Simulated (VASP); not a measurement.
# SnSe (Fm-3m) in VASP: further runs, part 2 of 2

VASP 6.6.1. The steps go on from the part before.

**3. Single point, RPBE**

Contents of INCAR:

```
ALGO = Normal
EDIFF = 1E-6
ENCUT = 520
GGA = RP
ISIF = 2
ISMEAR = 0
LASPH = T
LCHARG = F
LREAL = F
LWAVE = F
NBANDS = 17
NELM = 100
PREC = Accurate
SIGMA = 0.05
```

Contents of KPOINTS:

```
k-points
0
Gamma
  8 8 8
```

Contents of POSCAR:

```
SnSe
1.0
    0.0000000000      3.0100000000      3.0100000000
    3.0100000000      0.0000000000      3.0100000000
    3.0100000000      3.0100000000      0.0000000000
Sn Se
1 1
Direct
    0.0000000000      0.0000000000      0.0000000000
    0.5000000000      0.5000000000      0.5000000000
```

Potentials or basis: VASP PAW PBE potentials, release 64 (Sn_d, Se).

The run is started by

```bash
$ cat potpaw_PBE.64/Sn_d/POTCAR potpaw_PBE.64/Se/POTCAR > POTCAR
$ mpirun -np 1 vasp_std > vasp.out
```

It took 12 s on 1 thread of Intel Xeon Platinum 8488C (Sapphire Rapids), shared host; peak memory 0.18 GiB.

Results (log left out):

| Item | Value |
| --- | --- |
| Free energy | -7.5114 eV |
| Pressure | 2.5 GPa |
| Band gap on the k mesh | 0.54 eV, direct |

Levels at points of the mesh, in eV from the valence-band top:
| k point | band 6 | band 7 | band 8 | band 9 | band 10 | band 11 | band 12 | band 13 | band 14 | band 15 |
| --- | --- | --- | --- | --- | --- | --- | --- | --- | --- | --- |
| (0.00, 0.00, 0.00) | -13.91 | -5.06 | -2.27 | -2.27 | -2.27 | 4.30 | 4.30 | 4.30 | 5.82 | 5.82 |
| (0.50, 0.00, 0.00) | -12.98 | -8.08 | -2.03 | -2.03 | 0.00 | 0.54 | 1.22 | 1.22 | 8.28 | 10.11 |
| (0.50, 0.50, 0.00) | -12.71 | -6.02 | -5.52 | -3.70 | -3.70 | 3.02 | 5.33 | 5.33 | 5.96 | 10.34 |

Caveat: the PAW data sets were made with another functional, which shifts forces and pressure a little; spin-orbit coupling is left out, which moves the levels of the heavy elements. A k mesh can miss the band edges.

**4. Single point, LDA**

Contents of INCAR:

```
PREC = Accurate
ENCUT = 520
EDIFF = 1E-6
ISMEAR = -1
SIGMA = 0.05
LREAL = F
LASPH = T
NELM = 80
ALGO = Normal
ISIF = 2
LWAVE = F
LCHARG = F
NBANDS = 17
```

Contents of KPOINTS:

```
regular mesh
0
Gamma
  8 8 8
```

POSCAR is that of step 3.

Potentials or basis: VASP PAW LDA potentials, release 64 (Sn_d, Se).

The run is started by

```bash
$ cat potpaw_LDA.64/Sn_d/POTCAR potpaw_LDA.64/Se/POTCAR > POTCAR
$ mpirun -np 1 vasp_std > vasp.out
```

Run time: 9.5 s. Hardware: 1 thread of Intel Xeon Platinum 8488C (Sapphire Rapids), shared host; peak memory 0.17 GiB.

Results (log left out):

| Quantity | Value |
| --- | --- |
| Free energy | -9.4749 eV |
| Pressure | -3.3 GPa |
| Band gap on the k mesh | 0.63 eV, direct |

Levels at points of the mesh, in eV from the valence-band top:
```csv
k point,band 8,band 9,band 10,band 11,band 12,band 13
"(0.00, 0.00, 0.00)",-2.07,-2.07,-2.07,4.32,4.32,4.32
"(0.50, 0.00, 0.00)",-1.81,-1.81,0.00,0.63,1.28,1.28
"(0.50, 0.50, 0.00)",-5.37,-3.53,-3.53,3.08,5.35,5.35
```

Caveat: spin-orbit coupling is left out, which moves the levels of the heavy elements. A k mesh can miss the band edges.

**5. Relaxation of cell and atoms, RPBE+D4**

Contents of INCAR:

```
ALGO = Normal ; EDIFF = 1E-6
EDIFFG = -0.005 ; ENCUT = 600
GGA = RP ; IBRION = 2
ISIF = 3 ; ISMEAR = -1
IVDW = 13 ; LASPH = True
LCHARG = False ; LREAL = False
LWAVE = False ; NELM = 80
NSW = 80 ; PREC = Accurate
SIGMA = 0.05
```

Contents of KPOINTS:

```
k-points
0
Gamma
  8 8 8
```

POSCAR is that of step 4.

Potentials or basis: VASP PAW PBE potentials, release 64 (Sn_d, Se).

The run is started by

```bash
$ cat potpaw_PBE.64/Sn_d/POTCAR potpaw_PBE.64/Se/POTCAR > POTCAR
$ mpirun -np 1 vasp_std > vasp.out
```

Wall time 55 s (1 thread of Intel Xeon Platinum 8488C (Sapphire Rapids), shared host); peak memory 0.23 GiB.

It converged, with:

```yaml
Free_energy: -8.9823 eV
Relaxed_volume: 26.31 Å³/atom
Relaxed_cell: a = 4.206 Å, b = 4.206 Å, c = 4.206 Å, α = 60.00°, β = 60.00°, γ = 60.00°
Space_group_after_relaxing_to_0.05_Å: Fm-3m (No. 225)
Energy_gained_by_relaxing: 5.4 meV/atom
Ionic_steps: 7
Pressure_after_relaxing: 0.0 GPa
Band_gap_on_the_k_mesh: 0.70 eV, indirect (the least direct gap lies 4.8 meV higher)
Dispersion_energy_per_atom: -0.757 eV
```

Step by step:
```
step  energy change (eV)  largest force (eV/Å)  pressure (GPa)  volume (Å³)
   1              0.0000                0.0000           -1.65        54.54
   2             -0.0107                0.0000            0.23        52.36
   3             -0.0109                0.0000            0.04        52.58
   4             -0.0109                0.0000           -0.04        52.62
   5             -0.0109                0.0000           -0.03        52.62
   6             -0.0109                0.0000           -0.05        52.61
   7             -0.0109                0.0000           -0.02        52.61
```

Final structure:
```xyz
2
Lattice="0.0000 2.9741 2.9741 2.9741 0.0000 2.9741 2.9741 2.9741 0.0000" Properties=species:S:1:pos:R:3 pbc="T T T"
Sn    0.0000    2.9741    2.9741
Se    2.9741    2.9741    2.9741
```

Levels at points of the mesh, in eV from the valence-band top:
| k point | band 6 | band 7 | band 8 | band 9 | band 10 | band 11 | band 12 | band 13 | band 14 |
| --- | --- | --- | --- | --- | --- | --- | --- | --- | --- |
| (0.00, 0.00, 0.00) | -14.13 | -4.91 | -2.34 | -2.34 | -2.34 | 4.46 | 4.46 | 4.46 | 5.80 |
| (0.50, 0.00, 0.00) | -13.12 | -8.24 | -2.09 | -2.09 | 0.00 | 0.71 | 1.22 | 1.22 | 8.40 |
| (0.50, 0.50, 0.00) | -12.81 | -6.00 | -5.75 | -3.85 | -3.85 | 2.92 | 5.56 | 5.56 | 6.22 |

Caveat: the PAW data sets were made with another functional, which shifts forces and pressure a little; spin-orbit coupling is left out, which moves the levels of the heavy elements.

**6. Single point, PBE+D4**

This run uses another cell than the first one, of 25.63 Å³/atom, 0.940 times its volume.

Contents of INCAR:

```
ALGO = Normal
EDIFF = 1E-6
ENCUT = 520
GGA = PE
ISIF = 2
ISMEAR = -1
IVDW = 13
LASPH = T
LCHARG = T
LELF = T
LREAL = F
LVHAR = T
LWAVE = F
NBANDS = 17
NELM = 80
PREC = Accurate
SIGMA = 0.05
```

KPOINTS is that of step 5.

Contents of POSCAR:

```
SnSe
1.0
    0.0000000000      2.9485541872      2.9485541872
    2.9485541872      0.0000000000      2.9485541872
    2.9485541872      2.9485541872      0.0000000000
Sn Se
1 1
Direct
    0.0000000000      0.0000000000      0.0000000000
    0.5000000000      0.5000000000      0.5000000000
```

Potentials or basis: VASP PAW PBE potentials, release 64 (Sn_d, Se).

The run is started by

```bash
$ cat potpaw_PBE.64/Sn_d/POTCAR potpaw_PBE.64/Se/POTCAR > POTCAR
$ mpirun -np 1 vasp_std > vasp.out
```

OUTCAR:

```text
EDIFF = 1E-6
   ENCUT = 520
   GGA = PE
   ISIF = 2
   ISMEAR = -1
   IVDW = 13
   LASPH = T
   LREAL = F
   NELM = 80
   PREC = Accurate

 ion  position               nearest neighbor table
   1  0.000  0.000  0.000-   2 2.95   2 2.95   2 2.95   2 2.95   2 2.95   2 2.95
   2  0.500  0.500  0.500-   1 2.95   1 2.95   1 2.95   1 2.95   1 2.95   1 2.95

  LATTYP: Found a face centered cubic cell.
 ALAT       =     5.8971083744

  Lattice vectors:

[... 663 lines left out ...]

 [... further k-points ...]

------------------------ aborting loop because EDIFF is reached ----------------------------------------

  DFT-D4 for vdW energy calculation

  Edisp (eV):   -0.82362

  FORCE on cell =-STRESS in cart. coord.  units (eV):
  Direction    XX          YY          ZZ          XY          YZ          ZX
  --------------------------------------------------------------------------------------
  -------------------------------------------------------------------------------------
  Total       0.68373     0.68373     0.68373     0.00000     0.00000    -0.00000
  in kB      21.36663    21.36663    21.36663     0.00000     0.00000    -0.00000
  external pressure =       21.37 kB  Pullay stress =        0.00 kB

 VOLUME and BASIS-vectors are now :
 -----------------------------------------------------------------------------
  energy-cutoff  :      520.00
  volume of cell :       51.27
      direct lattice vectors                 reciprocal lattice vectors
     0.000000000  2.948554187  2.948554187    -0.169574635  0.169574635  0.169574635
     2.948554187  0.000000000  2.948554187     0.169574635 -0.169574635  0.169574635
     2.948554187  2.948554187  0.000000000     0.169574635  0.169574635 -0.169574635

 POSITION                                       TOTAL-FORCE (eV/Angst)
 -----------------------------------------------------------------------------------
      0.00000      0.00000      0.00000         0.000000      0.000000     -0.000000
      2.94855      2.94855      2.94855         0.000000     -0.000000      0.000000
 -----------------------------------------------------------------------------------
    total drift:                                0.000000     -0.000000     -0.000000

  FREE ENERGIE OF THE ION-ELECTRON SYSTEM (eV)
  ---------------------------------------------------
  free  energy   TOTEN  =        -8.9868419593 eV

  energy  without entropy=       -8.9868086651  energy(sigma->0) =       -8.98682531
```

OSZICAR:

```text
N       E                     dE             d eps       ncg     rms          rms(c)
DAV:   1     0.131625709114E+03    0.13163E+03   -0.99178E+03  1005   0.150E+03
DAV:   2     0.446096769345E+01   -0.12716E+03   -0.12295E+03  1034   0.354E+02
DAV:   3    -0.799664982390E+01   -0.12458E+02   -0.12366E+02  1262   0.945E+01
DAV:   4    -0.830607599004E+01   -0.30943E+00   -0.30908E+00  1168   0.155E+01
DAV:   5    -0.831462001122E+01   -0.85440E-02   -0.85435E-02  1450   0.250E+00    0.341E+00
DAV:   6    -0.816372172011E+01    0.15090E+00   -0.35085E-01  1412   0.359E+00    0.208E+00
DAV:   7    -0.816154429844E+01    0.21774E-02   -0.73607E-02  1204   0.124E+00    0.947E-01
DAV:   8    -0.816325930986E+01   -0.17150E-02   -0.73886E-03  1205   0.787E-01    0.918E-02
DAV:   9    -0.816317528466E+01    0.84025E-04   -0.10437E-03  1438   0.292E-01    0.463E-02
DAV:  10    -0.816321858806E+01   -0.43303E-04   -0.13370E-04  1189   0.672E-02    0.117E-02
DAV:  11    -0.816322320808E+01   -0.46200E-05   -0.18439E-05  1329   0.386E-02    0.330E-03
DAV:  12    -0.816322345792E+01   -0.24984E-06   -0.11101E-06   887   0.113E-02
   1 F= -.89868420E+01 E0= -.89868253E+01  d E =-.332942E-04
```

Run time: 21 s. Hardware: 1 thread of Intel Xeon Platinum 8488C (Sapphire Rapids), shared host; peak memory 0.18 GiB.

What came out:

```yaml
Free_energy: -8.9868 eV
Pressure: 2.1 GPa
Band_gap_on_the_k_mesh: 0.76 eV, indirect (least direct gap 0.87 eV)
Dispersion_energy_per_atom: -0.412 eV
```

Caveat: spin-orbit coupling is left out, which moves the levels of the heavy elements. A k mesh can miss the band edges.

**7. Summary**

| task | level | potentials or basis | cell | cutoff (eV) | smearing | gap on the mesh (eV) | pressure (GPa) |
| --- | --- | --- | --- | --- | --- | --- | --- |
| single point | PBE | VASP PAW PBE potentials, release 64 (Sn_d, Se) | a = 4.257 Å, angles 60.0°, 2 atoms | 520 | gaussian 0.016 eV | 0.58 | 0.9 |
| single point | RPBE | VASP PAW PBE potentials, release 64 (Sn_d, Se) | a = 4.257 Å, angles 60.0°, 2 atoms | 520 | gaussian 0.05 eV | 0.54 | 2.5 |
| single point | LDA | VASP PAW LDA potentials, release 64 (Sn_d, Se) | a = 4.257 Å, angles 60.0°, 2 atoms | 520 | fermi-dirac 0.05 eV | 0.63 | -3.3 |
| relaxation of cell and atoms | RPBE+D4 | VASP PAW PBE potentials, release 64 (Sn_d, Se) | relaxed from a = 4.257 Å, angles 60.0°, 2 atoms | 600 | fermi-dirac 0.05 eV | 0.70 | 0.0 |
| single point | PBE+D4 | VASP PAW PBE potentials, release 64 (Sn_d, Se) | a = 4.170 Å, angles 60.0°, 2 atoms | 520 | fermi-dirac 0.05 eV | 0.76 | 2.1 |

Alike in all rows: no spin polarisation; k mesh 8 × 8 × 8.

Caveats: spin-orbit coupling is left out, which moves the levels of the heavy elements; the PAW data sets were made with another functional, which shifts forces and pressure a little (some runs).

Total energies depend on the potentials used, so only differences within one code and one set of settings carry meaning.
